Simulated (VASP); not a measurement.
# W in VASP: further runs, part 2 of 2

VASP 6.6.1. Earlier steps stand in the parts before.

### 3 Single point, LDA (engineering shear strain xz -0.1500, normal strain along z -0.0750)

The input, INCAR:

```
SYSTEM = W
  PREC = Accurate
  ENCUT = 520
  EDIFF = 1E-7
  ISMEAR = 0
  SIGMA = 0.15
  LREAL = .FALSE.
  LASPH = .TRUE.
  NELM = 100
  ALGO = Fast
  ISIF = 2
  LWAVE = .FALSE.
  LCHARG = .TRUE.
  LELF = .TRUE.
  LVHAR = .TRUE.
  NBANDS = 13
```

The input, KPOINTS:

```
Automatic mesh
0
G
  20 20 20
  0 0 0
```

The input, POSCAR:

```
W
1.0
   -0.1489859088      1.9864787842      1.8374928754
    1.8374928754      0.0000000000      1.6885069666
    1.9864787842      1.9864787842     -0.1489859088
W
1
Direct
    0.0000000000      0.0000000000      0.0000000000
```

Potentials or basis: VASP PAW LDA potentials, release 64 (W_sv).

Started as:

```sh
$ cat potpaw_LDA.64/W_sv/POTCAR > POTCAR
$ mpirun -np 1 vasp_std > vasp.out
```

OUTCAR:

```text
SYSTEM = W
   PREC = Accurate
   ENCUT = 520
   EDIFF = 1E-7
   ISMEAR = 0
   LREAL = .FALSE.
   LASPH = .TRUE.
   NELM = 100
   ISIF = 2

 ion  position               nearest neighbor table
   1  0.000  0.000  0.000-

  LATTYP: Found a base centered monoclinic cell.
 ALAT       =     3.6870459005
 B/A-ratio  =     1.0775449169
 C/A-ratio  =     0.6768245244
 COS(beta)  =    -0.6149051323

  Lattice vectors:

 A1 = (   0.1489859088,  -1.9864787842,  -1.8374928754)
 A2 = (   0.1489859088,   1.9864787842,  -1.8374928754)
 A3 = (   1.8374928754,   0.0000000000,   1.6885069666)

Analysis of symmetry for initial positions (statically):
=====================================================================
 Subroutine PRICEL returns:
 Original cell was already a primitive cell.

 Routine SETGRP: Setting up the symmetry group for a
 base centered monoclinic supercell.

 Subroutine GETGRP returns: Found  4 space group operations
[... 160 lines left out ...]
  free energy    TOTEN  =       -13.49389830 eV

  energy without entropy =      -13.48658124  energy(sigma->0) =      -13.49023977

 E-fermi :  12.5706     XC(G=0): -14.3421

 val. band max:       12.5694728711   @ k =  -0.1500   0.1500   0.0500
 cond. band min:      12.5711883540   @ k =   0.0500   0.3500  -0.0000
 fundamental gap:      0.0017154829
 Fermi energy:        12.5706253170

 k-point     1 :       0.0000    0.0000    0.0000
  band No.  band energies     occupation
      1     -60.8393      2.00000
      2     -24.6985      2.00000
      3     -24.5396      2.00000
      4     -24.0700      2.00000
      5       2.7468      2.00000
      6      10.0602      2.00000
      7      10.4262      2.00000
      8      13.6651      0.00000
      9      14.7382      0.00000
     10      16.1980      0.00000
     11      25.2592      0.00000
     12      29.4179      0.00000
     13      30.4091      0.00000
[... 354 lines left out ...]
  band No.  band energies     occupation
      1     -60.6982      2.00000
      2     -26.0710      2.00000
      3     -24.7076      2.00000
      4     -24.2893      2.00000
      5       5.9979      2.00000
      6       9.9641      2.00000
      7      11.7093      2.00000
      8      13.4034      0.00000
      9      16.5531      0.00000
     10      18.5123      0.00000
     11      24.1464      0.00000
     12      26.7681      0.00000
     13      32.5104      0.00000

 [... further k-points ...]
[... 5 lines left out ...]
  --------------------------------------------------------------------------------------
  -------------------------------------------------------------------------------------
  Total        4.0400062      3.6613354      2.7534699      0.0000000     -0.0000000      1.5062806
  in kB      449.0742330    406.9823910    306.0669505      0.0000000     -0.0000000    167.4333589
  external PRESSURE =     387.3745248 kB  Pullay stress =       0.0000000 kB

 VOLUME and BASIS-vectors are now :
 -----------------------------------------------------------------------------
  energy-cutoff  :      520.00
  volume of cell :       14.41
      direct lattice vectors                 reciprocal lattice vectors
    -0.148985909  1.986478784  1.837492875    -0.232708533  0.251701656  0.253241639
     1.837492875  0.000000000  1.688506967     0.273774745 -0.251701656  0.294307851
     1.986478784  1.986478784 -0.148985909     0.232708533  0.251701656 -0.253241639

 POSITION                                       TOTAL-FORCE (eV/Angst)
 -----------------------------------------------------------------------------------
      0.00000      0.00000      0.00000         0.000000      0.000000     -0.000000
 -----------------------------------------------------------------------------------
    total drift:                                0.000000     -0.000000     -0.000000

  FREE ENERGIE OF THE ION-ELECTRON SYSTEM (eV)
  ---------------------------------------------------
  free  energy   TOTEN  =       -13.4938983027 eV

  energy  without entropy=      -13.4865812406  energy(sigma->0) =      -13.49023977
```

OSZICAR:

```text
N       E                     dE             d eps       ncg     rms          rms(c)
DAV:   1     0.835046970967E+02    0.83505E+02   -0.74686E+03 55256   0.124E+03
DAV:   2    -0.124605517158E+02   -0.95965E+02   -0.92200E+02 61202   0.319E+02
DAV:   3    -0.140429590705E+02   -0.15824E+01   -0.15772E+01 61287   0.396E+01
DAV:   4    -0.140487242211E+02   -0.57652E-02   -0.57650E-02 60732   0.263E+00
DAV:   5    -0.140487661578E+02   -0.41937E-04   -0.41938E-04 61422   0.212E-01    0.252E+01
RMM:   6    -0.136255177351E+02    0.42325E+00   -0.27186E-01 59556   0.484E+00    0.114E+01
RMM:   7    -0.134975912857E+02    0.12793E+00   -0.21356E-01 60350   0.430E+00    0.429E-01
RMM:   8    -0.134938512626E+02    0.37400E-02   -0.92884E-03 68837   0.112E+00    0.129E-01
RMM:   9    -0.134938834683E+02   -0.32206E-04   -0.14795E-03 68445   0.471E-01    0.602E-02
RMM:  10    -0.134938975933E+02   -0.14125E-04   -0.17080E-04 73948   0.167E-01    0.262E-02
RMM:  11    -0.134938970356E+02    0.55765E-06   -0.49480E-05 70701   0.861E-02    0.463E-03
RMM:  12    -0.134938980707E+02   -0.10351E-05   -0.12321E-05 70694   0.410E-02    0.402E-03
RMM:  13    -0.134938982552E+02   -0.18451E-06   -0.19347E-06 62200   0.162E-02    0.125E-03
RMM:  14    -0.134938983027E+02   -0.47496E-07   -0.60032E-07 53474   0.879E-03
   1 F= -.13493898E+02 E0= -.13490240E+02  d E =-.731706E-02
```

It took 5 min on 1 thread of Intel Xeon Platinum 8259CL at 2.50GHz (Skylake/Cascade Lake), shared host; peak memory 0.45 GiB.

Results:

```
Free energy            : -13.4939 eV
Pressure               : 38.7 GPa
Band gap on the k mesh : zero (bands 7 and 8 overlap by 5.51 eV)
```

Caveat: the cell differs from its parent crystal (engineering shear strain xz -0.1500, normal strain along z -0.0750); the stress differs along the axes, from 31 to 45 GPa; spin-orbit coupling is left out, which moves the levels of the heavy elements.

### 4 Single point, LDA (engineering shear strain xz -0.3000, normal strain along z -0.0375)

The input, INCAR:

```
SYSTEM = W
PREC = Accurate ; ENCUT = 520
EDIFF = 1E-6 ; ISMEAR = 0
SIGMA = 0.15 ; LREAL = .FALSE.
LASPH = .TRUE. ; NELM = 100
ALGO = Fast ; ISIF = 2
LWAVE = .FALSE. ; LCHARG = .FALSE.
GGA = CA ; NBANDS = 13
```

The input, KPOINTS:

```
regular mesh
0
G
  20 20 20
  0 0 0
```

The input, POSCAR:

```
W
1.0
   -0.2979718176      1.9864787842      1.9119858298
    1.6885069666      0.0000000000      1.6140140122
    1.9864787842      1.9864787842     -0.2979718176
W
1
Direct
    0.0000000000      0.0000000000      0.0000000000
```

Potentials or basis: VASP PAW LDA potentials, release 64 (W_sv).

Started as:

```sh
$ cat potpaw_LDA.64/W_sv/POTCAR > POTCAR
$ mpirun -np 1 vasp_std > vasp.out
```

OUTCAR:

```text
SYSTEM = W
   PREC = Accurate
   ENCUT = 520
   EDIFF = 1E-6
   ISMEAR = 0
   LREAL = .FALSE.
   LASPH = .TRUE.
   NELM = 100
   ISIF = 2
   GGA = CA

 ion  position               nearest neighbor table
   1  0.000  0.000  0.000-

  LATTYP: Found a base centered monoclinic cell.
 ALAT       =     3.8701302394
 B/A-ratio  =     1.0265694751
 C/A-ratio  =     0.6035530672
 COS(beta)  =    -0.5714281385

  Lattice vectors:

 A1 = (   0.2979718176,  -1.9864787842,  -1.9119858298)
 A2 = (   0.2979718176,   1.9864787842,  -1.9119858298)
 A3 = (   1.6885069666,   0.0000000000,   1.6140140122)

Analysis of symmetry for initial positions (statically):
=====================================================================
 Subroutine PRICEL returns:
 Original cell was already a primitive cell.

 Routine SETGRP: Setting up the symmetry group for a
 base centered monoclinic supercell.

 Subroutine GETGRP returns: Found  4 space group operations
 (whereof  4 operations were pure point group operations)
 out of a pool of  4 trial point group operations.

The static configuration has the point symmetry C_2h.

[... 162 lines left out ...]
 val. band max:       12.4324410273   @ k =   0.0000   0.4500  -0.0000
 cond. band min:      12.4341545974   @ k =   0.3000   0.0500   0.2000
 fundamental gap:      0.0017135700
 Fermi energy:        12.4327437408

 k-point     1 :       0.0000    0.0000    0.0000
  band No.  band energies     occupation
      1     -61.2958      2.00000
      2     -25.2978      2.00000
      3     -25.1113      2.00000
      4     -23.9198      2.00000
      5       2.6096      2.00000
      6       8.5741      2.00000
      7       8.9137      2.00000
      8      15.1771      0.00000
      9      15.1922      0.00000
     10      16.4885      0.00000
     11      24.6705      0.00000
     12      27.9402      0.00000
     13      31.1219      0.00000
[... 354 lines left out ...]
  band No.  band energies     occupation
      1     -61.1872      2.00000
      2     -26.4285      2.00000
      3     -25.1731      2.00000
      4     -24.1435      2.00000
      5       5.7325      2.00000
      6       8.8589      2.00000
      7      10.8422      2.00000
      8      14.6270      0.00000
      9      14.6764      0.00000
     10      18.9651      0.00000
     11      22.4382      0.00000
     12      27.1534      0.00000
     13      30.8894      0.00000

 [... further k-points ...]
[... 5 lines left out ...]
  --------------------------------------------------------------------------------------
  -------------------------------------------------------------------------------------
  Total        5.0874375      2.4179094      4.7151554      0.0000000      0.0000000      5.3140671
  in kB      553.0953752    262.8699655    512.6216601      0.0000000      0.0000000    577.7340576
  external PRESSURE =     442.8623336 kB  Pullay stress =       0.0000000 kB

 VOLUME and BASIS-vectors are now :
 -----------------------------------------------------------------------------
  energy-cutoff  :      520.00
  volume of cell :       14.74
      direct lattice vectors                 reciprocal lattice vectors
    -0.297971818  1.986478784  1.911985830    -0.217561272  0.251701656  0.227602561
     1.688506967  0.000000000  1.614014012     0.297891588 -0.251701656  0.307932877
     1.986478784  1.986478784 -0.297971818     0.217561272  0.251701656 -0.227602561

 POSITION                                       TOTAL-FORCE (eV/Angst)
 -----------------------------------------------------------------------------------
      0.00000      0.00000      0.00000         0.000000      0.000000     -0.000000
 -----------------------------------------------------------------------------------
    total drift:                                0.000000      0.000000      0.000000

  FREE ENERGIE OF THE ION-ELECTRON SYSTEM (eV)
  ---------------------------------------------------
  free  energy   TOTEN  =       -13.0572169012 eV

  energy  without entropy=      -13.0492759414  energy(sigma->0) =      -13.05324642
```

Wall time 3.6 min (1 thread of Intel Xeon Platinum 8259CL at 2.50GHz (Skylake/Cascade Lake), shared host); peak memory 0.46 GiB.

What came out:

```yaml
Free_energy: -13.0572 eV
Pressure: 44.3 GPa
Band_gap_on_the_k_mesh: zero (bands 7 and 8 overlap by 5.09 eV)
```

Stress tensor (GPa, compression positive):
```
55.31  0.00 57.77
 0.00 26.29  0.00
57.77  0.00 51.26
```

Caveat: the cell differs from its parent crystal (engineering shear strain xz -0.3000, normal strain along z -0.0375); the stress differs along the axes, from 26 to 55 GPa; spin-orbit coupling is left out, which moves the levels of the heavy elements.

### 5 Single point, LDA (engineering shear strain xz -0.1500, normal strain along z +0.0000)

The input, INCAR:

```
SYSTEM = W
PREC = Accurate
ENCUT = 520
EDIFF = 1E-6
ISMEAR = 0
SIGMA = 0.15
LREAL = .False.
LASPH = .True.
NELM = 100
ALGO = Fast
ISIF = 2
LWAVE = .False.
LCHARG = .False.
GGA = CA
NBANDS = 13
```

The input, KPOINTS:

```
Automatic mesh
0
Gamma
  20 20 20
  0 0 0
```

The input, POSCAR:

```
W
1.0
   -0.1489859088      1.9864787842      1.9864787842
    1.8374928754      0.0000000000      1.8374928754
    1.9864787842      1.9864787842     -0.1489859088
W
1
Direct
    0.0000000000      0.0000000000      0.0000000000
```

Potentials or basis: VASP PAW LDA potentials, release 64 (W_sv).

Started as:

```sh
$ cat potpaw_LDA.64/W_sv/POTCAR > POTCAR
$ mpirun -np 1 vasp_std > vasp.out
```

OUTCAR:

```text
SYSTEM = W
   PREC = Accurate
   ENCUT = 520
   EDIFF = 1E-6
   ISMEAR = 0
   LREAL = .False.
   LASPH = .True.
   NELM = 100
   ISIF = 2
   GGA = CA

 ion  position               nearest neighbor table
   1  0.000  0.000  0.000-

  LATTYP: Found a body centered orthorhombic cell.
 ALAT       =     2.5986073452
 B/A-ratio  =     1.1621621621
 C/A-ratio  =     1.5288795269

  Lattice vectors:

 A1 = (   1.9864787842,  -1.9864787842,  -0.1489859088)
 A2 = (  -1.9864787842,  -1.9864787842,   0.1489859088)
 A3 = (   0.1489859088,   1.9864787842,  -1.9864787842)

Analysis of symmetry for initial positions (statically):
=====================================================================
 Subroutine PRICEL returns:
 Original cell was already a primitive cell.

 Routine SETGRP: Setting up the symmetry group for a
 body centered orthorhombic supercell.

 Subroutine GETGRP returns: Found  8 space group operations
 (whereof  8 operations were pure point group operations)
 out of a pool of  8 trial point group operations.

[... 163 lines left out ...]

 val. band max:       11.3109968282   @ k =  -0.3000   0.1500   0.0000
 cond. band min:      11.3150217973   @ k =  -0.4000   0.0000   0.3500
 fundamental gap:      0.0040249691
 Fermi energy:        11.3134398083

 k-point     1 :       0.0000    0.0000    0.0000
  band No.  band energies     occupation
      1     -62.0952      2.00000
      2     -26.0658      2.00000
      3     -25.9315      2.00000
      4     -25.5844      2.00000
      5       1.9475      2.00000
      6       9.0968      2.00000
      7       9.8330      2.00000
      8      12.0009      0.00000
      9      14.0197      0.00000
     10      14.0756      0.00000
     11      23.9479      0.00000
     12      27.7543      0.00000
     13      29.6441      0.00000
[... 354 lines left out ...]
  band No.  band energies     occupation
      1     -61.9923      2.00000
      2     -27.1533      2.00000
      3     -26.0389      2.00000
      4     -25.7785      2.00000
      5       5.2021      2.00000
      6       9.4685      2.00000
      7      10.4864      2.00000
      8      11.6816      0.00052
      9      14.7752      0.00000
     10      16.8909      0.00000
     11      21.9007      0.00000
     12      25.1736      0.00000
     13      30.4032      0.00000

 [... further k-points ...]
[... 5 lines left out ...]
  --------------------------------------------------------------------------------------
  -------------------------------------------------------------------------------------
  Total        0.6348669      0.9442109      0.6348669      0.0000000      0.0000000      0.6011863
  in kB       65.2471151     97.0392910     65.2471151      0.0000000      0.0000000     61.7856587
  external PRESSURE =      75.8445071 kB  Pullay stress =       0.0000000 kB

 VOLUME and BASIS-vectors are now :
 -----------------------------------------------------------------------------
  energy-cutoff  :      520.00
  volume of cell :       15.59
      direct lattice vectors                 reciprocal lattice vectors
    -0.148985909  1.986478784  1.986478784    -0.234141076  0.251701656  0.234141076
     1.837492875  0.000000000  1.837492875     0.272109899 -0.251701656  0.272109899
     1.986478784  1.986478784 -0.148985909     0.234141076  0.251701656 -0.234141076

 POSITION                                       TOTAL-FORCE (eV/Angst)
 -----------------------------------------------------------------------------------
      0.00000      0.00000      0.00000        -0.000000      0.000000     -0.000000
 -----------------------------------------------------------------------------------
    total drift:                               -0.000000     -0.000000      0.000000

  FREE ENERGIE OF THE ION-ELECTRON SYSTEM (eV)
  ---------------------------------------------------
  free  energy   TOTEN  =       -13.6298889750 eV

  energy  without entropy=      -13.6210942429  energy(sigma->0) =      -13.62549161
```

It took 2.5 min on 1 thread of AMD EPYC 9R45 (Zen 5), shared host; peak memory 0.28 GiB.

Results:

| Item | Value |
| --- | --- |
| Free energy | -13.6299 eV |
| Pressure | 7.6 GPa |
| Band gap on the k mesh | zero (bands 7 and 8 overlap by 4.55 eV) |

Caveat: the cell differs from its parent crystal (engineering shear strain xz -0.1500, normal strain along z +0.0000); the cell stands under pressure; spin-orbit coupling is left out, which moves the levels of the heavy elements.

### 6 The runs side by side

| cell | further INCAR settings | gap on the mesh (eV) | pressure (GPa) |
| --- | --- | --- | --- |
| a = 2.715, b = 2.390, c = 2.818 Å, angles 62.2, 66.2, 66.7°, 1 atom | ALGO = Fast; EDIFF = 1e-07; NBANDS = 13 | none | 49.0 |
| a = 2.710, b = 2.495, c = 2.813 Å, angles 61.0, 63.7, 65.3°, 1 atom | ALGO = Fast; EDIFF = 1e-07; NBANDS = 13 | none | 38.7 |
| a = 2.773, b = 2.336, c = 2.825 Å, angles 64.2, 69.2, 66.5°, 1 atom | ALGO = Fast; EDIFF = 1e-06; NBANDS = 13 | none | 44.3 |
| a = 2.813, b = 2.599 Å, angles 62.5, 64.9, 62.5°, 1 atom | ALGO = Fast; EDIFF = 1e-06; NBANDS = 13 | none | 7.6 |

Alike in all rows: task single point; level LDA; potentials or basis VASP PAW LDA potentials, release 64 (W_sv); no spin polarisation; k mesh 20 × 20 × 20; cutoff (eV) 520; smearing gaussian 0.15 eV.

Caveats: spin-orbit coupling is left out, which moves the levels of the heavy elements; the stress differs along the axes, from 41 to 58 GPa (at least some runs); the stress differs along the axes, from 31 to 45 GPa (at least some runs); the stress differs along the axes, from 26 to 55 GPa (at least some runs); the cell stands under pressure (at least some runs).

Absolute energies hang on the potentials; compare differences alone.
